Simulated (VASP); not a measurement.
# WS2 (P6_3/mmc) in VASP: a series of runs

The runs below take WS2 through single point, with PBEsol+D3(BJ).

All numbers are computed with VASP 6.6.1; they aren't measurements. Logs are shortened: lines on timing, memory, paths and dates and some standing lists are left out, and cuts for length are marked.

**1. The cell of the first run**

It takes space group P6_3/mmc (No. 194, hexagonal). Conventional cell: a = 3.180 Å, b = 3.180 Å, c = 12.500 Å, α = 90.00°, β = 90.00°, γ = 120.00°. W (site symmetry -6m2) has 6 S at 2.41 Å and 6 W at 3.18 Å within 3.2 Å. Within 3.2 Å of S (site symmetry 3m) lie 3 W at 2.41 Å and 7 S at 3.12 to 3.18 Å.

**2. Single point, PBEsol+D3(BJ)**

Contents of INCAR:

```
PREC     = Accurate       # precision mode
ENCUT    = 500            # plane-wave cutoff, eV
EDIFF    = 1E-6           # SCF threshold, eV
ISMEAR   = 1              # smearing method
SIGMA    = 0.1            # smearing width, eV
LREAL    = False          # projectors in reciprocal space
LASPH    = True           # aspherical terms in the spheres
NELM     = 120            # most SCF steps
ALGO     = Normal         # electronic algorithm
ISIF     = 2              # what is computed and relaxed
LWAVE    = False          # write WAVECAR
LCHARG   = True           # write CHGCAR
GGA      = PS             # functional
IVDW     = 12             # dispersion correction
LELF     = True           # ELF
LVHAR    = True         
NBANDS   = 35             # bands
GGA_COMPAT= False
```

Contents of KPOINTS:

```
regular mesh
0
Gamma
  9 9 2
```

Contents of POSCAR:

```
WS2
1.0
    3.1800000000      0.0000000000      0.0000000000
   -1.5900000000      2.7539607800      0.0000000000
    0.0000000000      0.0000000000     12.5000000000
W S
2 4
Direct
    0.3333333300      0.6666666700      0.2500000000
    0.6666666700      0.3333333300      0.7500000000
    0.3333333300      0.6666666700      0.6250000000
    0.6666666700      0.3333333300      0.1250000000
    0.3333333300      0.6666666700      0.8750000000
    0.6666666700      0.3333333300      0.3750000000
```

Potentials or basis: VASP PAW PBE potentials, release 64 (W_sv, S).

Command:

```bash
$ cat potpaw_PBE.64/W_sv/POTCAR potpaw_PBE.64/S/POTCAR > POTCAR
$ mpirun -np 1 vasp_std > vasp.out
```

OUTCAR:

```text
PREC = Accurate
   ENCUT = 500
   EDIFF = 1E-6
   ISMEAR = 1
   LREAL = False
   LASPH = True
   NELM = 120
   ISIF = 2
   GGA = PS
   IVDW = 12
 IVDW          = 12

 ion  position               nearest neighbor table
   1  0.333  0.667  0.250-   4 2.41   6 2.41   4 2.41   6 2.41   4 2.41   6 2.41
   2  0.667  0.333  0.750-   3 2.41   5 2.41   3 2.41   5 2.41   3 2.41   5 2.41
   3  0.333  0.667  0.625-   2 2.41   2 2.41   2 2.41
   4  0.667  0.333  0.125-   1 2.41   1 2.41   1 2.41
   5  0.333  0.667  0.875-   2 2.41   2 2.41   2 2.41
   6  0.667  0.333  0.375-   1 2.41   1 2.41   1 2.41

  LATTYP: Found a hexagonal cell.
 ALAT       =     3.1800000000
 C/A-ratio  =     3.9308176101

  Lattice vectors:

 A1 = (   3.1800000000,   0.0000000000,   0.0000000000)
 A2 = (  -1.5900000000,   2.7539607800,   0.0000000000)
 A3 = (   0.0000000000,   0.0000000000,  12.5000000000)

Analysis of symmetry for initial positions (statically):
=====================================================================
 Subroutine PRICEL returns:
 Original cell was already a primitive cell.

 Routine SETGRP: Setting up the symmetry group for a
 hexagonal supercell.

 Subroutine GETGRP returns: Found 24 space group operations
 (whereof 12 operations were pure point group operations)
 out of a pool of 24 trial point group operations.

The static configuration has the point symmetry D_3d.
 The point group associated with its full space group is D_6h.

Analysis of symmetry for dynamics (positions and initial velocities):
=====================================================================
 Subroutine PRICEL returns:
 Original cell was already a primitive cell.

 Routine SETGRP: Setting up the symmetry group for a
 hexagonal supercell.

 Subroutine GETGRP returns: Found 24 space group operations
 (whereof 12 operations were pure point group operations)
 out of a pool of 24 trial point group operations.

The dynamic configuration has the point symmetry D_3d.
 The point group associated with its full space group is D_6h.

 Subroutine INISYM returns: Found 24 space group operations
 (whereof 12 operations are pure point group operations),
 and found     1 'primitive' translations

----------------------------------------------------------------------------------------

                                     Primitive cell

  volume of cell :     109.4699

[... 96 lines left out ...]
   LREAL  =      F    real-space projection
   EDIFFG = 0.1E-04   stopping-criterion for IOM
   NSW    =      0    number of steps for IOM
   IBRION =     -1    ionic relax: 0-MD 1-quasi-New 2-CG
   NFREE  =      0    steps in history (QN), initial steepest desc. (CG)
   ISIF   =      2    stress and relaxation
   ISYM   =      2    0-nonsym 1-usesym 2-fastsym
   POTIM  = 0.5000    time-step for ionic-motion
   TEBEG  =    0.0;   TEEND  =   0.0 temperature during run
   PSTRESS=    0.0 pullay stress
   NELECT =      52.0000    total number of electrons
   NUPDOWN=      -1.0000    fix difference up-down
   EMIN   =  10.00;   EMAX   =-10.00  energy-range for DOS
   EFERMI =   0.00;   METHOD = LEGACY
   ISMEAR =     1;   SIGMA  =   0.10  broadening in eV -4-tet -1-fermi 0-gaus
   EFERMI_NEDOS =   21; number of points for ismear=-14 and -15
   IALGO  =     38    algorithm
   IMIX   =      4    mixing-type and parameters
     AMIX     =   0.40;   BMIX     =  1.00
     AMIX_MAG =   1.60;   BMIX_MAG =  1.00
  volume/ion in A,a.u.               =      18.24       123.12
  Fermi-wavevector in a.u.,A,eV,Ry     =   1.277353  2.413847 22.199689  1.631631
  Thomas-Fermi vector in A             =   2.409958
   LORBIT       =      0    0 simple, 1 ext, 2 COOP (PROOUT), +10 PAW based schemes
   GGA     = PS    functional components
   LHFCALC =     F    Hartree Fock is set to
   AEXX    =    0.0000 exact exchange contribution
   IVDW    =    12    specifies the selected vdW correction
   LEPSILON=     F    determine dielectric tensor
   LRPA    =     F    only Hartree local field effects (RPA)
 non-spin polarized calculation
 Methfessel and Paxton  Order N= 1 SIGMA  =   0.10
  energy-cutoff  :      500.00
  volume of cell :      109.47
 maximum number of plane-waves:      2802
 NGX is ok and might be reduce to    24
   NGX = 11   NGY = 11   NGZ = 45

 number of electron      52.0000006 magnetization

 Free energy of the ion-electron system (eV)
  ---------------------------------------------------
  ext. energy  EPLUGINS =         0.00000000
  ---------------------------------------------------
  free energy    TOTEN  =       -50.52916727 eV

  energy without entropy =      -50.52920306  energy(sigma->0) =      -50.52917920

 E-fermi :   7.1074     XC(G=0): -10.9464

 val. band max:        7.0231975079   @ k =   0.0000   0.0000   0.0000
 cond. band min:       8.1403904123   @ k =   0.2222   0.1111   0.0000
 fundamental gap:      1.1171929044
 Fermi energy:         7.1073854591

 k-point     1 :       0.0000    0.0000    0.0000
  band No.  band energies     occupation
      1     -67.5652      2.00000
      2     -67.5652      2.00000
      3     -31.8132      2.00000
      4     -31.8132      2.00000
      5     -31.6565      2.00000
      6     -31.6565      2.00000
[... 901 lines left out ...]
     34      11.7780      0.00000
     35      13.3953      0.00000

------------------------ aborting loop because EDIFF is reached ----------------------------------------

 Edisp (eV)   -2.23977

 E8    (eV) :    -1.4510

  FORCE on cell =-STRESS in cart. coord.  units (eV):
  Direction    XX          YY          ZZ          XY          YZ          ZX
  --------------------------------------------------------------------------------------
  -------------------------------------------------------------------------------------
  Total      -4.60836    -4.60836    -3.06086     0.00000     0.00000     0.00000
  in kB     -67.44690   -67.44690   -44.79805     0.00000     0.00000     0.00000
  external pressure =      -59.90 kB  Pullay stress =        0.00 kB

 VOLUME and BASIS-vectors are now :
 -----------------------------------------------------------------------------
  energy-cutoff  :      500.00
  volume of cell :      109.47
      direct lattice vectors                 reciprocal lattice vectors
     3.180000000  0.000000000  0.000000000     0.314465409  0.181556689  0.000000000
    -1.590000000  2.753960780  0.000000000     0.000000000  0.363113377  0.000000000
     0.000000000  0.000000000 12.500000000     0.000000000  0.000000000  0.080000000

 POSITION                                       TOTAL-FORCE (eV/Angst)
 -----------------------------------------------------------------------------------
     -0.00000      1.83597      3.12500        -0.000000      0.000000      0.000000
      1.59000      0.91799      9.37500         0.000000     -0.000000      0.000000
     -0.00000      1.83597      7.81250        -0.000000      0.000000      0.115614
      1.59000      0.91799      1.56250         0.000000      0.000000      0.115614
     -0.00000      1.83597     10.93750         0.000000     -0.000000     -0.115614
      1.59000      0.91799      4.68750         0.000000     -0.000000     -0.115614
 -----------------------------------------------------------------------------------
    total drift:                               -0.000010      0.000006     -0.000000

  FREE ENERGIE OF THE ION-ELECTRON SYSTEM (eV)
  ---------------------------------------------------
  free  energy   TOTEN  =       -52.7689378373 eV

  energy  without entropy=      -52.7689736292  energy(sigma->0) =      -52.76894977
```

stdout:

```text
POSCAR found type information on POSCAR W S
 POSCAR found :  2 types and       6 ions
 scaLAPACK will be used
 -----------------------------------------------------------------------------
|                                                                             |
|                                                                             |
|     You enforced a specific xc type in the INCAR file but a different       |
|     I HOPE YOU KNOW WHAT YOU ARE DOING!                                     |
|                                                                             |
 -----------------------------------------------------------------------------

 LDA part: xc-table for (Slater+PW92), standard interpolation
 POSCAR, INCAR and KPOINTS ok, starting setup
 FFT: planning ... GRIDC
 FFT: planning ... GRID_SOFT
 FFT: planning ... GRID
 WAVECAR not read
 entering main loop
```

Wall time 65 s (1 thread of AMD EPYC 9R14 (Zen 4), shared host); peak memory 0.23 GiB.

What came out:

* Free energy: -52.7689 eV
* Pressure: -6.0 GPa
* Largest force: 0.116 eV/Å
* Band gap on the k mesh: 1.12 eV (least direct gap 1.73 eV)
* Dispersion energy per atom: -0.373 eV

Forces on the atoms (eV/Å):
```
W    0.000  0.000  0.000
W    0.000  0.000  0.000
S    0.000  0.000  0.116
S    0.000  0.000  0.116
S    0.000  0.000 -0.116
S    0.000  0.000 -0.116
```

Levels at points of the mesh, in eV from the valence-band top:
```tsv
k point	band 24	band 25	band 26	band 27	band 28	band 29
(0.00, 0.00, 0.00)	-1.55	-1.12	0.00	2.25	2.25	2.26
(0.00, 0.00, 0.50)	-2.27	-0.30	-0.30	2.25	2.25	2.25
```

Caveat: the cell stands under tension; the PAW data sets were made with another functional, which shifts forces and pressure a little; spin-orbit coupling is left out, which moves the levels of the heavy elements. A k mesh can miss the band edges.

**3. Single point, PBEsol+D3(BJ)**

Contents of INCAR:

```
  PREC = Accurate
  ENCUT = 500
  EDIFF = 1E-6
  ISMEAR = 1
  SIGMA = 0.05
  LREAL = False
  LASPH = True
  NELM = 120
  ALGO = Normal
  ISIF = 2
  LWAVE = False
  LCHARG = True
  GGA = PS
  IVDW = 12
  LELF = True
  LVHAR = True
  NBANDS = 35
  GGA_COMPAT = False
```

KPOINTS is that of step 2.

POSCAR is that of step 2.

Potentials or basis: VASP PAW PBE potentials, release 64 (W_sv, S).

Command:

```bash
$ cat potpaw_PBE.64/W_sv/POTCAR potpaw_PBE.64/S/POTCAR > POTCAR
$ mpirun -np 1 vasp_std > vasp.out
```

OUTCAR:

```text
PREC = Accurate
   ENCUT = 500
   EDIFF = 1E-6
   ISMEAR = 1
   LREAL = False
   LASPH = True
   NELM = 120
   ISIF = 2
   GGA = PS
   IVDW = 12
 IVDW          = 12

 ion  position               nearest neighbor table
   1  0.333  0.667  0.250-   4 2.41   6 2.41   4 2.41   6 2.41   4 2.41   6 2.41
   2  0.667  0.333  0.750-   3 2.41   5 2.41   3 2.41   5 2.41   3 2.41   5 2.41
   3  0.333  0.667  0.625-   2 2.41   2 2.41   2 2.41
   4  0.667  0.333  0.125-   1 2.41   1 2.41   1 2.41
   5  0.333  0.667  0.875-   2 2.41   2 2.41   2 2.41
   6  0.667  0.333  0.375-   1 2.41   1 2.41   1 2.41

  LATTYP: Found a hexagonal cell.
 ALAT       =     3.1800000000
 C/A-ratio  =     3.9308176101

  Lattice vectors:

 A1 = (   3.1800000000,   0.0000000000,   0.0000000000)
 A2 = (  -1.5900000000,   2.7539607800,   0.0000000000)
 A3 = (   0.0000000000,   0.0000000000,  12.5000000000)

Analysis of symmetry for initial positions (statically):
=====================================================================
 Subroutine PRICEL returns:
[... 184 lines left out ...]
 cond. band min:       8.1403904124   @ k =   0.2222   0.1111   0.0000
 fundamental gap:      1.1171929042
 Fermi energy:         7.2529377609

 k-point     1 :       0.0000    0.0000    0.0000
  band No.  band energies     occupation
      1     -67.5652      2.00000
      2     -67.5652      2.00000
      3     -31.8132      2.00000
      4     -31.8132      2.00000
      5     -31.6565      2.00000
      6     -31.6565      2.00000
[... 901 lines left out ...]
     34      11.7780      0.00000
     35      13.3953      0.00000

------------------------ aborting loop because EDIFF is reached ----------------------------------------

 Edisp (eV)   -2.23977

 E8    (eV) :    -1.4510

  FORCE on cell =-STRESS in cart. coord.  units (eV):
  Direction    XX          YY          ZZ          XY          YZ          ZX
  --------------------------------------------------------------------------------------
  -------------------------------------------------------------------------------------
  Total      -4.60836    -4.60836    -3.06086     0.00000     0.00000     0.00000
  in kB     -67.44690   -67.44690   -44.79805     0.00000     0.00000     0.00000
  external pressure =      -59.90 kB  Pullay stress =        0.00 kB

 VOLUME and BASIS-vectors are now :
 -----------------------------------------------------------------------------
  energy-cutoff  :      500.00
  volume of cell :      109.47
      direct lattice vectors                 reciprocal lattice vectors
     3.180000000  0.000000000  0.000000000     0.314465409  0.181556689  0.000000000
    -1.590000000  2.753960780  0.000000000     0.000000000  0.363113377  0.000000000
     0.000000000  0.000000000 12.500000000     0.000000000  0.000000000  0.080000000

 POSITION                                       TOTAL-FORCE (eV/Angst)
 -----------------------------------------------------------------------------------
     -0.00000      1.83597      3.12500        -0.000000      0.000000     -0.000000
      1.59000      0.91799      9.37500         0.000000      0.000000     -0.000000
     -0.00000      1.83597      7.81250         0.000000      0.000000      0.115614
      1.59000      0.91799      1.56250         0.000000     -0.000000      0.115614
     -0.00000      1.83597     10.93750        -0.000000      0.000000     -0.115614
      1.59000      0.91799      4.68750         0.000000     -0.000000     -0.115614
 -----------------------------------------------------------------------------------
    total drift:                               -0.000010      0.000006     -0.000000

  FREE ENERGIE OF THE ION-ELECTRON SYSTEM (eV)
  ---------------------------------------------------
  free  energy   TOTEN  =       -52.7689736273 eV

  energy  without entropy=      -52.7689736273  energy(sigma->0) =      -52.76897363
```

OSZICAR:

```text
N       E                     dE             d eps       ncg     rms          rms(c)
DAV:   1     0.501762940334E+03    0.50176E+03   -0.27905E+04  1856   0.144E+03
DAV:   2    -0.193259566554E+02   -0.52109E+03   -0.50346E+03  1959   0.400E+02
DAV:   3    -0.523375044836E+02   -0.33012E+02   -0.32438E+02  2103   0.951E+01
DAV:   4    -0.531668182521E+02   -0.82931E+00   -0.82561E+00  2018   0.156E+01
DAV:   5    -0.531830413796E+02   -0.16223E-01   -0.16233E-01  2043   0.237E+00    0.382E+01
DAV:   6    -0.509112232003E+02    0.22718E+01   -0.77408E+00  1901   0.187E+01    0.160E+01
DAV:   7    -0.506727597146E+02    0.23846E+00   -0.24124E+00  1822   0.802E+00    0.645E+00
DAV:   8    -0.505310979206E+02    0.14166E+00   -0.37535E-01  1891   0.419E+00    0.199E+00
DAV:   9    -0.505318096225E+02   -0.71170E-03   -0.47976E-02  2130   0.111E+00    0.106E+00
DAV:  10    -0.505296993372E+02    0.21103E-02   -0.23232E-02  1985   0.987E-01    0.426E-01
DAV:  11    -0.505292164423E+02    0.48289E-03   -0.41474E-03  1841   0.397E-01    0.187E-01
DAV:  12    -0.505291873629E+02    0.29079E-04   -0.16940E-04  1913   0.799E-02    0.660E-02
DAV:  13    -0.505292010829E+02   -0.13720E-04   -0.23249E-05  1944   0.282E-02    0.440E-02
DAV:  14    -0.505292037592E+02   -0.26763E-05   -0.16263E-05  1725   0.229E-02    0.255E-02
DAV:  15    -0.505292030605E+02    0.69869E-06   -0.28721E-06  1510   0.120E-02
   1 F= -.52768974E+02 E0= -.52768974E+02  d E =0.243264E-11
```

Run time: 65 s. Hardware: 1 thread of AMD EPYC 9R14 (Zen 4), shared host; peak memory 0.23 GiB.

What came out:

```
Free energy                : -52.7690 eV
Pressure                   : -6.0 GPa
Largest force              : 0.116 eV/Å
Band gap on the k mesh     : 1.12 eV (least direct gap 1.73 eV)
Dispersion energy per atom : -0.373 eV
```

Forces on the atoms (eV/Å):
```
W    0.000  0.000  0.000
W    0.000  0.000  0.000
S    0.000  0.000  0.116
S    0.000  0.000  0.116
S    0.000  0.000 -0.116
S    0.000  0.000 -0.116
```

Stress tensor (GPa, compression positive):
```
-6.74  0.00  0.00
 0.00 -6.74  0.00
 0.00  0.00 -4.48
```

Caveat: the cell stands under tension; the PAW data sets were made with another functional, which shifts forces and pressure a little; spin-orbit coupling is left out, which moves the levels of the heavy elements.

**4. Single point, PBEsol+D3(BJ)**

Contents of INCAR:

```
ALGO = Normal
EDIFF = 1E-6
ENCUT = 500
GGA = PS
GGA_COMPAT = F
ISIF = 2
ISMEAR = 1
IVDW = 12
LASPH = T
LCHARG = F
LREAL = F
LWAVE = F
NBANDS = 35
NELM = 120
PREC = Accurate
SIGMA = 0.025
```

Contents of KPOINTS:

```
k-points
0
Gamma
  9 9 2
```

POSCAR is that of step 3.

Command:

```bash
$ cat potpaw_PBE.64/W_sv/POTCAR potpaw_PBE.64/S/POTCAR > POTCAR
$ mpirun -np 1 vasp_std > vasp.out
```

Run time: 60 s. Hardware: 1 thread of AMD EPYC 9R14 (Zen 4), shared host; peak memory 0.23 GiB.

Results (log left out):

```yaml
Free_energy: -52.7690 eV
Pressure: -6.0 GPa
Largest_force: 0.116 eV/Å
Band_gap_on_the_k_mesh: 1.12 eV (least direct gap 1.73 eV)
Dispersion_energy_per_atom: -0.373 eV
```

Forces on the atoms (eV/Å):
```
W    0.000  0.000  0.000
W    0.000  0.000  0.000
S    0.000  0.000  0.116
S    0.000  0.000  0.116
S    0.000  0.000 -0.116
S    0.000  0.000 -0.116
```

Stress tensor (GPa, compression positive):
```
-6.74  0.00  0.00
 0.00 -6.74  0.00
 0.00  0.00 -4.48
```

Levels at points of the mesh, in eV from the valence-band top:
```csv
k point,band 23,band 24,band 25,band 26,band 27,band 28,band 29,band 30
"(0.00, 0.00, 0.00)",-2.25,-1.55,-1.12,0.00,2.25,2.25,2.26,2.26
"(0.00, 0.00, 0.50)",-2.27,-2.27,-0.30,-0.30,2.25,2.25,2.25,2.25
```

Caveat: the cell stands under tension; the PAW data sets were made with another functional, which shifts forces and pressure a little; spin-orbit coupling is left out, which moves the levels of the heavy elements.

**5. Overview**

| smearing | gap on the mesh (eV) | pressure (GPa) | largest force (eV/Å) |
| --- | --- | --- | --- |
| methfessel-paxton 0.1 eV | 1.12 | -6.0 | 0.12 |
| methfessel-paxton 0.05 eV | 1.12 | -6.0 | 0.12 |
| methfessel-paxton 0.025 eV | 1.12 | -6.0 | 0.12 |

Alike in all rows: task single point; level PBEsol+D3(BJ); potentials or basis VASP PAW PBE potentials, release 64 (W_sv, S); no spin polarisation; cell as given; k mesh 9 × 9 × 2; cutoff (eV) 500.

Caveats: the cell stands under tension; the PAW data sets were made with another functional, which shifts forces and pressure a little; spin-orbit coupling is left out, which moves the levels of the heavy elements.

Total energies depend on the potentials used, so only differences within one code and one set of settings carry meaning.
